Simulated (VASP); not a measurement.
# GaN (F-43m) in VASP: a series of runs, part 3 of 3

VASP 6.6.1. Earlier steps stand in the parts before.

### 5 Relaxation of cell and atoms, LDA

This run uses another cell than the first one, of 11.44 Å³/atom, 0.951 times its volume.

The input, INCAR:

```
SYSTEM = GaN
PREC     = Accurate       ! precision mode
ENCUT    = 600            ! plane-wave cutoff, eV
EDIFF    = 1E-6           ! SCF threshold, eV
ISMEAR   = -1             ! smearing method
SIGMA    = 0.05           ! smearing width, eV
LREAL    = .False.        ! projectors in reciprocal space
LASPH    = .True.         ! aspherical terms in the spheres
NELM     = 60             ! most SCF steps
ALGO     = Normal         ! electronic algorithm
ISIF     = 3              ! what is computed and relaxed
LWAVE    = .False.        ! write WAVECAR
LCHARG   = .False.        ! write CHGCAR
GGA      = CA             ! functional
IBRION   = 2              ! ionic algorithm
NSW      = 80             ! ionic steps
EDIFFG   = -0.005         ! ionic threshold
```

The input, KPOINTS:

```
Automatic mesh
0
Gamma
  10 10 10
  0 0 0
```

The input, POSCAR:

```
GaN
1.0
    0.0000000000      2.2535006075      2.2535006075
    2.2535006075      0.0000000000      2.2535006075
    2.2535006075      2.2535006075      0.0000000000
Ga N
1 1
Direct
    0.0000000000      0.0000000000      0.0000000000
    0.2500000000      0.2500000000      0.2500000000
```

Potentials or basis: VASP PAW LDA potentials, release 64 (Ga_d, N).

Started as:

```bash
$ cat potpaw_LDA.64/Ga_d/POTCAR potpaw_LDA.64/N/POTCAR > POTCAR
$ mpirun -np 1 vasp_std > vasp.out
```

OUTCAR:

```text
SYSTEM = GaN
   PREC = Accurate
   ENCUT = 600
   EDIFF = 1E-6
   ISMEAR = -1
   LREAL = .False.
   LASPH = .True.
   NELM = 60
   ISIF = 3
   GGA = CA
   IBRION = 2
   NSW = 80
   EDIFFG = -0.005

 ion  position               nearest neighbor table
   1  0.000  0.000  0.000-   2 1.95   2 1.95   2 1.95   2 1.95
   2  0.250  0.250  0.250-   1 1.95   1 1.95   1 1.95   1 1.95

  LATTYP: Found a face centered cubic cell.
 ALAT       =     4.5070012150

  Lattice vectors:

 A1 = (   0.0000000000,   2.2535006075,   2.2535006075)
 A2 = (   2.2535006075,   0.0000000000,   2.2535006075)
 A3 = (   2.2535006075,   2.2535006075,   0.0000000000)

Analysis of symmetry for initial positions (statically):
=====================================================================
 Subroutine PRICEL returns:
 Original cell was already a primitive cell.

 Routine SETGRP: Setting up the symmetry group for a
 face centered cubic supercell.

 Subroutine GETGRP returns: Found 24 space group operations
 (whereof 24 operations were pure point group operations)
 out of a pool of 48 trial point group operations.

The static configuration has the point symmetry T_d .

Analysis of symmetry for dynamics (positions and initial velocities):
=====================================================================
 Subroutine PRICEL returns:
 Original cell was already a primitive cell.

 Routine SETGRP: Setting up the symmetry group for a
 face centered cubic supercell.

 Subroutine GETGRP returns: Found 24 space group operations
 (whereof 24 operations were pure point group operations)
 out of a pool of 48 trial point group operations.

The dynamic configuration has the point symmetry T_d .

 Subroutine INISYM returns: Found 24 space group operations
 (whereof 24 operations are pure point group operations),
 and found     1 'primitive' translations

----------------------------------------------------------------------------------------

                                     Primitive cell

  volume of cell :      22.8877

  direct lattice vectors                    reciprocal lattice vectors
     0.000000000  2.253500607  2.253500607    -0.221877020  0.221877020  0.221877020
     2.253500607  0.000000000  2.253500607     0.221877020 -0.221877020  0.221877020
     2.253500607  2.253500607  0.000000000     0.221877020  0.221877020 -0.221877020

  length of vectors
     3.186931122  3.186931122  3.186931122     0.384302272  0.384302272  0.384302272

  position of ions in fractional coordinates (direct lattice)
     0.000000000  0.000000000  0.000000000
     0.250000000  0.250000000  0.250000000

  ion indices of the primitive-cell ions
   primitive index   ion index
                 1           1
                 2           2

----------------------------------------------------------------------------------------

 KPOINTS: Automatic mesh

Automatic generation of k-mesh.
 Grid dimensions read from file:
 generate k-points for:   10   10   10

 Generating k-lattice:

  Cartesian coordinates                     Fractional coordinates (reciprocal lattice)
    -0.022187702  0.022187702  0.022187702     0.100000000  0.000000000  0.000000000
     0.022187702 -0.022187702  0.022187702     0.000000000  0.100000000  0.000000000
[... 53 lines left out ...]
   LNONCOLLINEAR =      F non collinear calculations
   LSORBIT =      F    spin-orbit coupling
   LASPH  =      T    aspherical Exc in radial PAW
   ENCUT  =  600.0 eV  44.10 Ry    6.64 a.u.   6.37  6.37  6.37*2*pi/ulx,y,z
   NELM   =     60;   NELMIN=  2; NELMDL= -5     # of ELM steps
   EDIFF  = 0.1E-05   stopping-criterion for ELM
   LREAL  =      F    real-space projection
   EDIFFG = -.5E-02   stopping-criterion for IOM
   NSW    =     80    number of steps for IOM
   IBRION =      2    ionic relax: 0-MD 1-quasi-New 2-CG
   NFREE  =      1    steps in history (QN), initial steepest desc. (CG)
   ISIF   =      3    stress and relaxation
   ISYM   =      2    0-nonsym 1-usesym 2-fastsym
   POTIM  = 0.5000    time-step for ionic-motion
   TEBEG  =    0.0;   TEEND  =   0.0 temperature during run
   PSTRESS=    0.0 pullay stress
   NELECT =      18.0000    total number of electrons
   NUPDOWN=      -1.0000    fix difference up-down
   EMIN   =  10.00;   EMAX   =-10.00  energy-range for DOS
   EFERMI =   0.00;   METHOD = LEGACY
   ISMEAR =    -1;   SIGMA  =   0.05  broadening in eV -4-tet -1-fermi 0-gaus
   EFERMI_NEDOS =   21; number of points for ismear=-14 and -15
   IALGO  =     38    algorithm
   IMIX   =      4    mixing-type and parameters
     AMIX     =   0.40;   BMIX     =  1.00
     AMIX_MAG =   1.60;   BMIX_MAG =  1.00
  volume/ion in A,a.u.               =      11.44        77.23
  Fermi-wavevector in a.u.,A,eV,Ry     =   1.511117  2.855596 31.068543  2.283473
  Thomas-Fermi vector in A             =   2.621216
   LORBIT       =      0    0 simple, 1 ext, 2 COOP (PROOUT), +10 PAW based schemes
   GGA     = CA    functional components
   LHFCALC =     F    Hartree Fock is set to
   AEXX    =    0.0000 exact exchange contribution
   IVDW    =     0    specifies the selected vdW correction
   LEPSILON=     F    determine dielectric tensor
   LRPA    =     F    only Hartree local field effects (RPA)
 conjugate gradient relaxation of ions
 non-spin polarized calculation
  energy-cutoff  :      600.00
  volume of cell :       22.89
 maximum number of plane-waves:       785
 NGX is ok and might be reduce to    28
   NGX = 13   NGY = 13   NGZ = 13

--------------------------------------- Ionic step        1  -------------------------------------------

 number of electron      18.0000005 magnetization

 Free energy of the ion-electron system (eV)
  ---------------------------------------------------
  ext. energy  EPLUGINS =         0.00000000
  ---------------------------------------------------
  free energy    TOTEN  =       -13.93335767 eV

  energy without entropy =      -13.93335767  energy(sigma->0) =      -13.93335767

------------------------ aborting loop because EDIFF is reached ----------------------------------------

  FORCE on cell =-STRESS in cart. coord.  units (eV):
  Direction    XX          YY          ZZ          XY          YZ          ZX
  --------------------------------------------------------------------------------------
  -------------------------------------------------------------------------------------
  Total       -0.7996054     -0.7996054     -0.7996054      0.0000000     -0.0000000      0.0000000
  in kB      -55.9736026    -55.9736026    -55.9736026      0.0000000     -0.0000000      0.0000000
  external PRESSURE =     -55.9736026 kB  Pullay stress =       0.0000000 kB
[... 59 lines left out ...]
--------------------------------------- Ionic step        3  -------------------------------------------

 number of electron      18.0000001 magnetization

 Free energy of the ion-electron system (eV)
  ---------------------------------------------------
  ext. energy  EPLUGINS =         0.00000000
  ---------------------------------------------------
  free energy    TOTEN  =       -13.94539603 eV

  energy without entropy =      -13.94539603  energy(sigma->0) =      -13.94539603

 E-fermi :   6.3526     XC(G=0): -12.2767

 val. band max:        5.3613025474   @ k =   0.0000   0.0000   0.0000
 cond. band min:       7.3010418011   @ k =   0.0000   0.0000   0.0000
 fundamental gap:      1.9397392537
 Fermi energy:         6.3526317435

 k-point     1 :       0.0000    0.0000    0.0000
  band No.  band energies     occupation
      1     -10.7015      2.00000
      2      -8.2230      2.00000
      3      -8.2230      2.00000
      4      -8.2230      2.00000
      5      -7.8742      2.00000
      6      -7.8742      2.00000
      7       5.3613      2.00000
      8       5.3613      2.00000
      9       5.3613      2.00000
     10       7.3010      0.00000
     11      15.6563      0.00000
     12      15.6563      0.00000
     13      15.6563      0.00000
[... 354 lines left out ...]
  band No.  band energies     occupation
      1      -9.6722      2.00000
      2      -8.0895      2.00000
      3      -7.9795      2.00000
      4      -7.9782      2.00000
      5      -7.8082      2.00000
      6      -6.8754      2.00000
      7       0.2471      2.00000
      8       2.7638      2.00000
      9       3.1022      2.00000
     10       9.7689      0.00000
     11      12.5621      0.00000
     12      16.1564      0.00000
     13      18.2946      0.00000

 [... further k-points ...]

------------------------ aborting loop because EDIFF is reached ----------------------------------------

  FORCE on cell =-STRESS in cart. coord.  units (eV):
  Direction    XX          YY          ZZ          XY          YZ          ZX
  --------------------------------------------------------------------------------------
  -------------------------------------------------------------------------------------
  Total        0.0016202      0.0016202      0.0016202     -0.0000000      0.0000000     -0.0000000
  in kB        0.1168171      0.1168171      0.1168171     -0.0000000      0.0000000     -0.0000000
  external PRESSURE =       0.1168171 kB  Pullay stress =       0.0000000 kB
[... 17 lines left out ...]
  FREE ENERGIE OF THE ION-ELECTRON SYSTEM (eV)
  ---------------------------------------------------
  free  energy   TOTEN  =       -13.9453960288 eV

  energy  without entropy=      -13.9453960288  energy(sigma->0) =      -13.94539603

 reached required accuracy - stopping structural energy minimisation
```

Wall time 30 s (1 thread of Intel Xeon 6975P-C, shared host); peak memory 0.16 GiB.

What came out:

```yaml
Free_energy: -13.9454 eV
Relaxed_volume: 11.11 Å³/atom
Relaxed_cell: a = 3.156 Å, b = 3.156 Å, c = 3.156 Å, α = 60.00°, β = 60.00°, γ = 60.00°
Space_group_after_relaxing_to_0.05_Å: F-43m (No. 216)
Energy_gained_by_relaxing: 6.0 meV/atom
Ionic_steps: 3
Pressure_after_relaxing: 0.0 GPa
Band_gap_on_the_k_mesh: 1.94 eV, direct
```

The path:
| step | energy change (eV) | largest force (eV/Å) | pressure (GPa) | volume (Å³) |
| --- | --- | --- | --- | --- |
| 1 | 0.0000 | 0.0000 | -5.60 | 22.89 |
| 2 | -0.0003 | 0.0000 | 6.11 | 21.59 |
| 3 | -0.0120 | 0.0000 | 0.01 | 22.22 |

Final structure:
```
CELL_PARAMETERS angstrom
0.00000 2.23142 2.23142
2.23142 0.00000 2.23142
2.23142 2.23142 0.00000
ATOMIC_POSITIONS crystal
Ga 0.00000 0.00000 0.00000
N 0.25000 0.25000 0.25000
```

### 6 Relaxation of cell and atoms, BLYP

This run uses another cell than the first one, of 11.44 Å³/atom, 0.951 times its volume.

The input, INCAR:

```
AGGAC = 1.0
AGGAX = 1.0
ALDAC = 0.0
ALDAX = 1.0
ALGO = Normal
EDIFF = 1E-6
EDIFFG = -0.005
ENCUT = 600
GGA = B5
IBRION = 2
ISIF = 3
ISMEAR = -1
LASPH = T
LCHARG = F
LREAL = F
LWAVE = F
NELM = 80
NSW = 80
PREC = Accurate
SIGMA = 0.05
```

The input, KPOINTS:

```
k-points
0
Gamma
  10 10 10
```

POSCAR is that of step 5.

Potentials or basis: VASP PAW PBE potentials, release 64 (Ga_d, N).

Started as:

```bash
$ cat potpaw_PBE.64/Ga_d/POTCAR potpaw_PBE.64/N/POTCAR > POTCAR
$ mpirun -np 1 vasp_std > vasp.out
```

OUTCAR:

```text
EDIFF = 1E-6
   EDIFFG = -0.005
   ENCUT = 600
   GGA = B5
   IBRION = 2
   ISIF = 3
   ISMEAR = -1
   LASPH = T
   LREAL = F
   NELM = 80
   NSW = 80
   PREC = Accurate

 ion  position               nearest neighbor table
   1  0.000  0.000  0.000-   2 1.95   2 1.95   2 1.95   2 1.95
   2  0.250  0.250  0.250-   1 1.95   1 1.95   1 1.95   1 1.95

  LATTYP: Found a face centered cubic cell.
 ALAT       =     4.5070012150

  Lattice vectors:

 A1 = (   0.0000000000,   2.2535006075,   2.2535006075)
 A2 = (   2.2535006075,   0.0000000000,   2.2535006075)
 A3 = (   2.2535006075,   2.2535006075,   0.0000000000)

Analysis of symmetry for initial positions (statically):
=====================================================================
 Subroutine PRICEL returns:
 Original cell was already a primitive cell.

 Routine SETGRP: Setting up the symmetry group for a
 face centered cubic supercell.

 Subroutine GETGRP returns: Found 24 space group operations
 (whereof 24 operations were pure point group operations)
 out of a pool of 48 trial point group operations.

The static configuration has the point symmetry T_d .

Analysis of symmetry for dynamics (positions and initial velocities):
=====================================================================
[... 339 lines left out ...]
--------------------------------------- Ionic step       16  -------------------------------------------

 number of electron      17.9999996 magnetization

 Free energy of the ion-electron system (eV)
  ---------------------------------------------------
  ext. energy  EPLUGINS =         0.00000000
  ---------------------------------------------------
  free energy    TOTEN  =       -11.01740206 eV

  energy without entropy =      -11.01740205  energy(sigma->0) =      -11.01740205

 E-fermi :   5.7198     XC(G=0): -10.7698

 val. band max:        4.9851117567   @ k =   0.0000   0.0000   0.0000
 cond. band min:       6.3610836946   @ k =   0.0000   0.0000   0.0000
 fundamental gap:      1.3759719380
 Fermi energy:         5.7198027114

 k-point     1 :       0.0000    0.0000    0.0000
  band No.  band energies     occupation
      1     -10.3323      2.00000
      2      -8.5220      2.00000
      3      -8.5220      2.00000
      4      -8.5220      2.00000
      5      -8.2675      2.00000
      6      -8.2675      2.00000
      7       4.9851      2.00000
      8       4.9851      2.00000
      9       4.9851      2.00000
     10       6.3611      0.00001
     11      14.8749      0.00000
     12      14.8749      0.00000
     13      14.8749      0.00000
[... 354 lines left out ...]
  band No.  band energies     occupation
      1      -9.6778      2.00000
      2      -8.4061      2.00000
      3      -8.3407      2.00000
      4      -8.3403      2.00000
      5      -8.2177      2.00000
      6      -7.1776      2.00000
      7       0.1307      2.00000
      8       2.7397      2.00000
      9       3.0328      2.00000
     10       9.5199      0.00000
     11      11.5985      0.00000
     12      15.6649      0.00000
     13      17.2480      0.00000

 [... further k-points ...]
[... 5 lines left out ...]
  --------------------------------------------------------------------------------------
  -------------------------------------------------------------------------------------
  Total       -0.0076166     -0.0076166     -0.0076166      0.0000000      0.0000000      0.0000000
  in kB       -0.4994063     -0.4994063     -0.4994063      0.0000000      0.0000000      0.0000000
  external PRESSURE =      -0.4994063 kB  Pullay stress =       0.0000000 kB
[... 17 lines left out ...]
  FREE ENERGIE OF THE ION-ELECTRON SYSTEM (eV)
  ---------------------------------------------------
  free  energy   TOTEN  =       -11.0174020566 eV

  energy  without entropy=      -11.0174020482  energy(sigma->0) =      -11.01740205

 reached required accuracy - stopping structural energy minimisation
```

OSZICAR:

```text
N       E                     dE             d eps       ncg     rms          rms(c)
DAV:   1     0.946843061114E+02    0.94684E+02   -0.10604E+04  1331   0.272E+03
DAV:   2    -0.546743407283E+01   -0.10015E+03   -0.95096E+02  1387   0.381E+02
DAV:   3    -0.132573438825E+02   -0.77899E+01   -0.77399E+01  1387   0.969E+01
DAV:   4    -0.133939581778E+02   -0.13661E+00   -0.13645E+00  1462   0.136E+01
[... 79 lines left out ...]
DAV:   2    -0.110174002885E+02    0.55307E-06   -0.87973E-07   626   0.318E-02
  15 F= -.11017400E+02 E0= -.11017400E+02  d E =-.248383E-05
       N       E                     dE             d eps       ncg     rms          rms(c)
DAV:   1    -0.110174051361E+02   -0.42946E-05   -0.37011E-05  1417   0.163E-01    0.111E-02
DAV:   2    -0.110174027567E+02    0.23795E-05   -0.38014E-06  1352   0.640E-02    0.512E-03
DAV:   3    -0.110174020566E+02    0.70009E-06   -0.64585E-07   616   0.335E-02
  16 F= -.11017402E+02 E0= -.11017402E+02  d E =-.425192E-05
```

Run time: 2.4 min. Hardware: 1 thread of Intel Xeon 6975P-C, shared host; peak memory 0.18 GiB.

Results:

```yaml
Free_energy: -11.0174 eV
Relaxed_volume: 12.22 Å³/atom
Relaxed_cell: a = 3.257 Å, b = 3.257 Å, c = 3.257 Å, α = 60.00°, β = 60.00°, γ = 60.00°
Space_group_after_relaxing_to_0.05_Å: F-43m (No. 216)
Energy_gained_by_relaxing: 27.1 meV/atom
Ionic_steps: 16
Pressure_after_relaxing: 0.0 GPa
Band_gap_on_the_k_mesh: 1.38 eV, direct
```

Step by step:
| step | energy change (eV) | largest force (eV/Å) | pressure (GPa) | volume (Å³) |
| --- | --- | --- | --- | --- |
| 1 | 0.0000 | 0.0000 | 11.81 | 22.89 |
| 2 | -0.0217 | 0.0000 | -7.42 | 25.80 |
| 3 | -0.0542 | 0.0000 | -0.14 | 24.46 |
| 4 | -0.0542 | 0.0000 | 0.11 | 24.43 |
| 5 | -0.0542 | 0.0000 | 0.11 | 24.43 |
| 6 | -0.0542 | 0.0000 | 0.11 | 24.43 |
| 7 | -0.0542 | 0.0000 | 0.09 | 24.43 |
| 8 | -0.0542 | 0.0000 | 0.10 | 24.43 |
| 9 | -0.0542 | 0.0000 | 0.10 | 24.43 |
| 10 | -0.0542 | 0.0000 | 0.10 | 24.43 |
| 11 | -0.0542 | 0.0000 | 0.10 | 24.43 |
| 12 | -0.0542 | 0.0000 | 0.10 | 24.43 |
| 13 | -0.0542 | 0.0000 | 0.10 | 24.43 |
| 14 | -0.0542 | 0.0000 | 0.10 | 24.43 |
| 15 | -0.0542 | 0.0000 | 0.11 | 24.43 |
| 16 | -0.0542 | 0.0000 | -0.05 | 24.44 |

Final structure:
```xyz
2
Lattice="0.0000 2.3032 2.3032 2.3032 0.0000 2.3032 2.3032 2.3032 0.0000" Properties=species:S:1:pos:R:3 pbc="T T T"
Ga    0.0000    0.0000    0.0000
N     1.1516    1.1516    1.1516
```

Caveat: the PAW data sets were made with another functional, which shifts forces and pressure a little. A hybrid or GW would open this gap; BLYP tends to underestimate it.

### 7 Summary

```tsv
task	level	potentials or basis	cell	cutoff (eV)	gap on the mesh (eV)	pressure (GPa)	relaxed volume (Å³/atom)
single point	RPBE	VASP PAW PBE potentials, release 64 (Ga_d, N)	a = 3.240 Å, angles 60.0°, 2 atoms	520	1.46	0.1	-
single point	BLYP	VASP PAW PBE potentials, release 64 (Ga_d, N)	a = 3.253 Å, angles 60.0°, 2 atoms	520	1.40	0.9	-
relaxation of cell and atoms	RPBE	VASP PAW PBE potentials, release 64 (Ga_d, N)	relaxed from a = 3.187 Å, angles 60.0°, 2 atoms	600	1.46	0.0	12.02
relaxation of cell and atoms	LDA	VASP PAW LDA potentials, release 64 (Ga_d, N)	relaxed from a = 3.187 Å, angles 60.0°, 2 atoms	600	1.94	0.0	11.11
relaxation of cell and atoms	BLYP	VASP PAW PBE potentials, release 64 (Ga_d, N)	relaxed from a = 3.187 Å, angles 60.0°, 2 atoms	600	1.38	0.0	12.22
```

Alike in all rows: no spin polarisation; k mesh 10 × 10 × 10; smearing fermi-dirac 0.05 eV.

Caveats: the PAW data sets were made with another functional, which shifts forces and pressure a little (some runs).

Total energies depend on the potentials used, so only differences within one code and one set of settings carry meaning.
